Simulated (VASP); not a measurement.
**Yb3SnC: single point with PBE**

The system is Yb3SnC.

```
Yb Sn C
1.0
     6.03085    0.00000    0.00000
     0.00000    6.03085    0.00000
     0.00000    0.00000    6.03085
Yb Sn C
3 1 1
Direct
  0.50000 0.50000 0.00000
  0.50000 0.00000 0.50000
  0.00000 0.50000 0.50000
  0.50000 0.50000 0.50000
  0.00000 0.00000 0.00000
```

```
Program             : VASP 6.6.1
Task                : single point
Functional          : PBE
Potentials or basis : VASP PAW PBE potentials, release 64 (Yb, Sn_d, C)
Cutoff              : 520 eV
k mesh              : 5 × 5 × 5
Occupations         : fermi-dirac, width 0.05 eV
Spin                : collinear spin, ferromagnetic start
Starting moments    : [1.0, 1.0, 1.0, 0.0, 0.0] μB
```

```
Pressure                                              : -1.4 GPa
Band gap on the k mesh                                : zero (filled and empty bands overlap)
Net moment                                            : 2.04 μB per cell
Site moments                                          : Yb +0.03; Sn +0.02; C +0.89 μB
Valence electrons inside the program's atomic spheres : Yb 22.07; Sn 12.55; C 2.02
```

Levels at points of the mesh, in eV from the Fermi level:
Spin up:
| k point | band 42 | band 43 | band 44 | band 45 | band 46 | band 47 | band 48 | band 49 | band 50 | band 51 |
| --- | --- | --- | --- | --- | --- | --- | --- | --- | --- | --- |
| (0.00, 0.00, 0.00) | -0.30 | -0.30 | -0.30 | 0.05 | 0.05 | 0.05 | 0.24 | 0.24 | 0.84 | 0.84 |
Spin down:
```csv
k point,band 41,band 42,band 43,band 44,band 45,band 46,band 47,band 48
"(0.00, 0.00, 0.00)",-0.27,-0.16,-0.16,-0.16,0.06,0.06,0.83,0.83
```

It took 77 min on 1 thread of AMD EPYC 7R43 64-Core Processor (Zen 3), on a shared host, peak memory 0.45 GiB.

Caveat: spin-orbit coupling is left out, which moves the levels of the heavy elements; without U or exact exchange the open f shell lies at the Fermi level, which spoils levels, moments and volumes. The state reached can hang on the start; a lower one may exist.
